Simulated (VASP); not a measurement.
# Te6Mo3H (a cell with a defect) in VASP: further runs

Runs on Te6Mo3H (a cell with a defect). Level: PBEsol+D3(BJ). Tasks: single point.

Program: VASP 6.6.1. These are calculated values, not measurements. Logs are shortened: lines on timing, memory, paths and dates and some standing lists are left out, and cuts for length are marked.

**1. The cell of the first run**

The cell holds a defect, 10 atoms: a = 3.433 Å, b = 3.433 Å, c = 20.770 Å, α = 90.00°, β = 90.00°, γ = 120.00°.

**2. Single point, PBEsol+D3(BJ)**

INCAR

```
ALGO     = Normal         # electronic algorithm
EDIFF    = 1E-6           # SCF threshold, eV
ENCUT    = 400            # plane-wave cutoff, eV
GGA      = PS             # functional
GGA_COMPAT= False        
ISIF     = 2              # what is computed and relaxed
ISMEAR   = 0              # smearing method
IVDW     = 12             # dispersion correction
LASPH    = True           # aspherical terms in the spheres
LCHARG   = False          # write CHGCAR
LREAL    = False          # projectors in reciprocal space
LWAVE    = False          # write WAVECAR
NBANDS   = 50             # bands
NELM     = 120            # most SCF steps
PREC     = Accurate       # precision mode
SIGMA    = 0.05           # smearing width, eV
```

KPOINTS

```
k-points
0
Gamma
  9 9 2
```

POSCAR

```
Te6Mo3H
1.0
    3.4334348991      0.0000000000      0.0000000000
   -1.7167174496      2.9734418449      0.0000000000
    0.0000000000      0.0000000000     20.7704276327
Te Mo H
6 3 1
Direct
    0.0000000000      0.0000000000      0.9125759158
    0.3333333333      0.6666666667      0.5917813750
    0.3333333333      0.6666666667      0.2333059430
    0.3333333333      0.6666666667      0.7666940570
    0.3333333333      0.6666666667      0.4082186250
    0.0000000000      0.0000000000      0.0874240842
    0.0000000000      0.0000000000      0.6791506171
    0.0000000000      0.0000000000      0.3208493829
    0.3333333333      0.6666666667      0.0000000000
   -0.1773098515      0.0988450742      0.6273436355
```

Potentials or basis: VASP PAW PBE potentials, release 64 (Te, Mo_sv, H).

The run is started by

```console
cat potpaw_PBE.64/Te/POTCAR potpaw_PBE.64/Mo_sv/POTCAR potpaw_PBE.64/H/POTCAR > POTCAR
mpirun -np 1 vasp_std > vasp.out
```

OUTCAR:

```text
EDIFF = 1E-6
   ENCUT = 400
   GGA = PS
   ISIF = 2
   ISMEAR = 0
   IVDW = 12
   LASPH = True
   LREAL = False
   NELM = 120
   PREC = Accurate
 IVDW          = 12

 ion  position               nearest neighbor table
   1  0.000  0.000  0.913-   9 2.69   9 2.69   9 2.69   4 3.62   4 3.62   4 3.62   6 3.63
   2  0.333  0.667  0.592-  10 1.75  10 2.00   7 2.69   7 2.69   7 2.69   4 3.63
   3  0.333  0.667  0.233-   8 2.69   8 2.69   8 2.69   6 3.62   6 3.62   6 3.62   5 3.63
   4  0.333  0.667  0.767-   7 2.69   7 2.69   7 2.69   1 3.62   1 3.62   1 3.62   2 3.63
   5  0.333  0.667  0.408-   8 2.69   8 2.69   8 2.69   3 3.63
   6  0.000  0.000  0.087-   9 2.69   9 2.69   9 2.69   3 3.62   3 3.62   3 3.62   1 3.63
   7  0.000  0.000  0.679-  10 1.36   2 2.69   2 2.69   2 2.69   4 2.69   4 2.69   4 2.69
   8  0.000  0.000  0.321-   5 2.69   5 2.69   5 2.69   3 2.69   3 2.69   3 2.69
   9  0.333  0.667  0.000-   1 2.69   6 2.69   1 2.69   6 2.69   1 2.69   6 2.69
  10  0.823  0.099  0.627-   7 1.36   2 1.75   2 2.00

  LATTYP: Found a hexagonal cell.
 ALAT       =     3.4334348991
 C/A-ratio  =     6.0494601596

  Lattice vectors:

 A1 = (   3.4334348991,   0.0000000000,   0.0000000000)
 A2 = (  -1.7167174496,   2.9734418449,   0.0000000000)
 A3 = (   0.0000000000,   0.0000000000,  20.7704276327)

Analysis of symmetry for initial positions (statically):
=====================================================================
 Subroutine PRICEL returns:
 Original cell was already a primitive cell.

 Routine SETGRP: Setting up the symmetry group for a
 hexagonal supercell.

 Subroutine GETGRP returns: Found  1 space group operations
 (whereof  1 operations were pure point group operations)
 out of a pool of 24 trial point group operations.

The static configuration has the point symmetry C_1 .

Analysis of symmetry for dynamics (positions and initial velocities):
=====================================================================
 Subroutine PRICEL returns:
 Original cell was already a primitive cell.

 Routine SETGRP: Setting up the symmetry group for a
 hexagonal supercell.

 Subroutine GETGRP returns: Found  1 space group operations
 (whereof  1 operations were pure point group operations)
 out of a pool of 24 trial point group operations.

The dynamic configuration has the point symmetry C_1 .

 Subroutine INISYM returns: Found  1 space group operations
 (whereof  1 operations are pure point group operations),
 and found     1 'primitive' translations

----------------------------------------------------------------------------------------

                                     Primitive cell

  volume of cell :     212.0478

  direct lattice vectors                    reciprocal lattice vectors
     3.433434899  0.000000000  0.000000000     0.291253520  0.168155298  0.000000000
    -1.716717450  2.973441845  0.000000000     0.000000000  0.336310596  0.000000000
     0.000000000  0.000000000 20.770427633     0.000000000  0.000000000  0.048145374

  length of vectors
     3.433434899  3.433434899 20.770427633     0.336310596  0.336310596  0.048145374

  position of ions in fractional coordinates (direct lattice)
     0.000000000  0.000000000  0.912575916
     0.333333333  0.666666667  0.591781375
     0.333333333  0.666666667  0.233305943
     0.333333333  0.666666667  0.766694057
     0.333333333  0.666666667  0.408218625
     0.000000000  0.000000000  0.087424084
     0.000000000  0.000000000  0.679150617
     0.000000000  0.000000000  0.320849383
     0.333333333  0.666666667  0.000000000
     0.822690149  0.098845074  0.627343635

  ion indices of the primitive-cell ions
   primitive index   ion index
                 1           1
                 2           2
                 3           3
                 4           4
                 5           5
                 6           6
                 7           7
                 8           8
                 9           9
                10          10

----------------------------------------------------------------------------------------

 KPOINTS: k-points

Automatic generation of k-mesh.
 Grid dimensions read from file:
 generate k-points for:    9    9    2

 Generating k-lattice:

  Cartesian coordinates                     Fractional coordinates (reciprocal lattice)
     0.032361502  0.018683922  0.000000000     0.111111111  0.000000000  0.000000000
     0.000000000  0.037367844  0.000000000     0.000000000  0.111111111  0.000000000
     0.000000000  0.000000000  0.024072687     0.000000000  0.000000000  0.500000000

  Length of vectors
     0.037367844  0.037367844  0.024072687

  Shift w.r.t. Gamma in fractional coordinates (k-lattice)
     0.000000000  0.000000000  0.000000000

 Subroutine IBZKPT returns following result:
 ===========================================

 Found     82 irreducible k-points:

 Following reciprocal coordinates:
            Coordinates               Weight
  0.000000  0.000000  0.000000      1.000000
  0.111111  0.000000  0.000000      2.000000
  0.000000  0.111111  0.000000      2.000000
 -0.111111  0.111111  0.000000      2.000000
  0.222222 -0.000000  0.000000      2.000000
  0.000000  0.222222  0.000000      2.000000
[... 16 lines left out ...]
  0.333333  0.111111  0.000000      2.000000
 -0.111111  0.444444  0.000000      2.000000
 [... further k-points ...]
   k-points           NKPTS =     82   k-points in BZ     NKDIM =     82   number of bands    NBANDS=     50
   number of dos      NEDOS =    301   number of ions     NIONS =     10
   total plane-waves  NPLWV =  80640
   dimension x,y,z NGX =    24 NGY =   24 NGZ =  140
   dimension x,y,z NGXF=    48 NGYF=   48 NGZF=  280
   ions per type =               6   3   1
   NGX,Y,Z   is equivalent  to a cutoff of  11.62, 11.62, 11.21 a.u.
   NGXF,Y,Z  is equivalent  to a cutoff of  23.24, 23.24, 22.41 a.u.
 SYSTEM =  unknown system
   PREC   = accura    normal or accurate (medium, high low for compatibility)
   ISTART =      0    job   : 0-new  1-cont  2-samecut
   ICHARG =      2    charge: 1-file 2-atom 10-const
   ISPIN  =      1    spin polarized calculation?
   LNONCOLLINEAR =      F non collinear calculations
   LSORBIT =      F    spin-orbit coupling
   LASPH  =      T    aspherical Exc in radial PAW
   ENCUT  =  400.0 eV  29.40 Ry    5.42 a.u.   5.60  5.60 33.87*2*pi/ulx,y,z
   NELM   =    120;   NELMIN=  2; NELMDL= -5     # of ELM steps
   EDIFF  = 0.1E-05   stopping-criterion for ELM
   LREAL  =      F    real-space projection
   EDIFFG = 0.1E-04   stopping-criterion for IOM
   NSW    =      0    number of steps for IOM
   IBRION =     -1    ionic relax: 0-MD 1-quasi-New 2-CG
   NFREE  =      0    steps in history (QN), initial steepest desc. (CG)
   ISIF   =      2    stress and relaxation
   ISYM   =      2    0-nonsym 1-usesym 2-fastsym
   POTIM  = 0.5000    time-step for ionic-motion
   TEBEG  =    0.0;   TEEND  =   0.0 temperature during run
   PSTRESS=    0.0 pullay stress
   NELECT =      79.0000    total number of electrons
   NUPDOWN=      -1.0000    fix difference up-down
   EMIN   =  10.00;   EMAX   =-10.00  energy-range for DOS
   EFERMI =   0.00;   METHOD = LEGACY
   ISMEAR =     0;   SIGMA  =   0.05  broadening in eV -4-tet -1-fermi 0-gaus
   EFERMI_NEDOS =   21; number of points for ismear=-14 and -15
   IALGO  =     38    algorithm
   IMIX   =      4    mixing-type and parameters
     AMIX     =   0.40;   BMIX     =  1.00
     AMIX_MAG =   1.60;   BMIX_MAG =  1.00
  volume/ion in A,a.u.               =      21.20       143.10
  Fermi-wavevector in a.u.,A,eV,Ry     =   1.177984  2.226066 18.880066  1.387646
  Thomas-Fermi vector in A             =   2.314321
   LORBIT       =      0    0 simple, 1 ext, 2 COOP (PROOUT), +10 PAW based schemes
   GGA     = PS    functional components
   LHFCALC =     F    Hartree Fock is set to
   AEXX    =    0.0000 exact exchange contribution
   IVDW    =    12    specifies the selected vdW correction
   LEPSILON=     F    determine dielectric tensor
   LRPA    =     F    only Hartree local field effects (RPA)
 non-spin polarized calculation
 Gauss-broadening in eV      SIGMA  =   0.05
  energy-cutoff  :      400.00
  volume of cell :      212.05
 maximum number of plane-waves:      3908
   NGX = 11   NGY = 11   NGZ = 67

 number of electron      78.9999990 magnetization

 Free energy of the ion-electron system (eV)
  ---------------------------------------------------
  ext. energy  EPLUGINS =         0.00000000
  ---------------------------------------------------
  free energy    TOTEN  =       -58.59232841 eV

  energy without entropy =      -58.58647377  energy(sigma->0) =      -58.58940109

 E-fermi :   9.4733     XC(G=0): -10.8991

 val. band max:        9.4465609971   @ k =   0.1111   0.2222   0.5000
 cond. band min:       9.4774861925   @ k =  -0.2222   0.2222   0.5000
 fundamental gap:      0.0309251954
 Fermi energy:         9.4732941934

 k-point     1 :       0.0000    0.0000    0.0000
  band No.  band energies     occupation
      1     -51.8046      2.00000
      2     -51.6471      2.00000
      3     -51.5709      2.00000
      4     -26.5181      2.00000
      5     -25.9014      2.00000
      6     -25.8903      2.00000
[... 42 lines left out ...]
     49      12.5217      0.00000
     50      12.7031      0.00000

 k-point     2 :       0.1111    0.0000    0.0000
  band No.  band energies     occupation
      1     -51.8029      2.00000
      2     -51.6455      2.00000
      3     -51.5692      2.00000
      4     -26.5167      2.00000
      5     -25.8993      2.00000
      6     -25.8968      2.00000
[... 1158 lines left out ...]
 k-point    24 :      -0.1111    0.4444    0.0000
  band No.  band energies     occupation
      1     -51.7911      2.00000
      2     -51.6342      2.00000
      3     -51.5580      2.00000
      4     -26.5051      2.00000
      5     -25.9711      2.00000
      6     -25.8955      2.00000
[... 42 lines left out ...]
     49      12.0446      0.00000
     50      12.1979      0.00000

 [... further k-points ...]

------------------------ aborting loop because EDIFF is reached ----------------------------------------

 Edisp (eV)   -5.03473

 E8    (eV) :    -3.4266

  FORCE on cell =-STRESS in cart. coord.  units (eV):
  Direction    XX          YY          ZZ          XY          YZ          ZX
  --------------------------------------------------------------------------------------
  -------------------------------------------------------------------------------------
  Total       6.41854     5.62248    11.53170     1.16535    -1.47752     6.61143
  in kB      48.49680    42.48199    87.13048     8.80507   -11.16376    49.95424
  external pressure =       59.37 kB  Pullay stress =        0.00 kB

 VOLUME and BASIS-vectors are now :
 -----------------------------------------------------------------------------
  energy-cutoff  :      400.00
  volume of cell :      212.05
      direct lattice vectors                 reciprocal lattice vectors
     3.433434899  0.000000000  0.000000000     0.291253520  0.168155298  0.000000000
    -1.716717450  2.973441845  0.000000000     0.000000000  0.336310596  0.000000000
     0.000000000  0.000000000 20.770427633     0.000000000  0.000000000  0.048145374

 POSITION                                       TOTAL-FORCE (eV/Angst)
 -----------------------------------------------------------------------------------
      0.00000      0.00000     18.95459        -0.023079      0.012832     -0.093112
     -0.00000      1.98229     12.29155        -0.839437     -1.107711     -2.036510
     -0.00000      1.98229      4.84586         0.001893     -0.000996     -0.056541
     -0.00000      1.98229     15.92456         0.536532     -0.353654      1.349682
     -0.00000      1.98229      8.47888        -0.005122     -0.002366      0.085306
      0.00000      0.00000      1.81584        -0.004506      0.003904      0.033116
      0.00000      0.00000     14.10625         4.273365     -1.262707      6.458229
      0.00000      0.00000      6.66418        -0.000974      0.003411      0.053740
     -0.00000      1.98229      0.00000         0.000683     -0.003081      0.017757
      2.65496      0.29391     13.03020        -3.939356      2.710370     -5.811667
 -----------------------------------------------------------------------------------
    total drift:                                0.000021      0.000093      0.000015

  FREE ENERGIE OF THE ION-ELECTRON SYSTEM (eV)
  ---------------------------------------------------
  free  energy   TOTEN  =       -63.6270615480 eV

  energy  without entropy=      -63.6212069082  energy(sigma->0) =      -63.62413423
```

Run time: 23 min. Hardware: 1 thread of Oxide Virtual Turin-like, shared host; peak memory 0.56 GiB.

Results:

```yaml
Free_energy: -63.6271 eV
Pressure: 5.9 GPa
Largest_force: 7.846 eV/Å
Band_gap_on_the_k_mesh: zero (an odd number of electrons rules out a gap without spin polarisation)
Dispersion_energy_per_atom: -0.503 eV
```

Forces on the atoms (eV/Å):
```
Te  -0.023  0.013 -0.093
Te  -0.839 -1.108 -2.037
Te   0.002 -0.001 -0.057
Te   0.537 -0.354  1.350
Te  -0.005 -0.002  0.085
Te  -0.005  0.004  0.033
Mo   4.273 -1.263  6.458
Mo  -0.001  0.003  0.054
Mo   0.001 -0.003  0.018
H   -3.939  2.710 -5.812
```

Caveat: the PAW data sets were made with another functional, which shifts forces and pressure a little; spin-orbit coupling is left out, which moves the levels of the heavy elements; an odd number of electrons without spin polarisation forces a metal; a magnetic or distorted state may lie lower.

**3. Single point, PBEsol+D3(BJ)**

INCAR

```
ALGO = Normal
EDIFF = 1E-6
ENCUT = 400
GGA = PS
GGA_COMPAT = F
ISIF = 2
ISMEAR = 0
IVDW = 12
LASPH = T
LCHARG = F
LREAL = F
LWAVE = F
NBANDS = 50
NELM = 120
PREC = Accurate
SIGMA = 0.05
```

KPOINTS is that of step 2.

POSCAR

```
Te6Mo3H
1.0
    3.4334342720      0.0000000000      0.0000000000
   -1.7167171360      2.9734413017      0.0000000000
    0.0000000000      0.0000000000     20.7704294686
Te Mo H
6 3 1
Direct
    0.0000000000      0.0000000000      0.9125759363
    0.3333333333      0.6666666667      0.5917818730
    0.3333333333      0.6666666667      0.2333053354
    0.3333333333      0.6666666667      0.7666946646
    0.3333333333      0.6666666667      0.4082181270
    0.0000000000      0.0000000000      0.0874240637
    0.0000000000      0.0000000000      0.6791511892
    0.0000000000      0.0000000000      0.3208488108
    0.3333333333      0.6666666667      0.0000000000
    0.1976901700      0.2238450850      0.2523436347
```

Potentials or basis: VASP PAW PBE potentials, release 64 (Te, Mo_sv, H).

The run is started by

```console
cat potpaw_PBE.64/Te/POTCAR potpaw_PBE.64/Mo_sv/POTCAR potpaw_PBE.64/H/POTCAR > POTCAR
mpirun -np 1 vasp_std > vasp.out
```

Wall time 13 min (1 thread of Oxide Virtual Turin-like, shared host); peak memory 0.56 GiB.

Results (log left out):

```yaml
Free_energy: -63.3714 eV
Pressure: 6.4 GPa
Largest_force: 10.173 eV/Å
Band_gap_on_the_k_mesh: zero (an odd number of electrons rules out a gap without spin polarisation)
Dispersion_energy_per_atom: -0.504 eV
```

Forces on the atoms (eV/Å):
```
Te   0.001  0.002 -0.064
Te   0.000  0.000 -0.086
Te  -1.829  9.213 -3.905
Te   0.001  0.002  0.027
Te  -0.127 -0.057  0.865
Te   0.005  0.018  0.023
Mo   0.001 -0.001  0.022
Mo  -0.218 -1.268  2.602
Mo   0.000 -0.010  0.071
H    2.167 -7.898  0.445
```

Stress tensor (GPa, compression positive):
```
 1.91 -2.21 -0.01
-2.21 11.74 -4.28
-0.01 -4.28  5.58
```

Levels at points of the mesh, in eV from the Fermi level:
| k point | band 36 | band 37 | band 38 | band 39 | band 40 | band 41 | band 42 | band 43 |
| --- | --- | --- | --- | --- | --- | --- | --- | --- |
| (0.00, 0.00, 0.00) | -1.43 | -1.39 | -1.01 | -0.41 | 0.68 | 1.70 | 2.23 | 2.45 |
| (0.00, 0.00, 0.50) | -1.43 | -1.42 | -0.98 | -0.41 | 0.68 | 1.70 | 2.23 | 2.45 |

Caveat: the PAW data sets were made with another functional, which shifts forces and pressure a little; spin-orbit coupling is left out, which moves the levels of the heavy elements; an odd number of electrons without spin polarisation forces a metal; a magnetic or distorted state may lie lower.

(Continued in part 2 of 3.)

The gap in the log of VASP goes by the Fermi energy; the results here count the filled bands.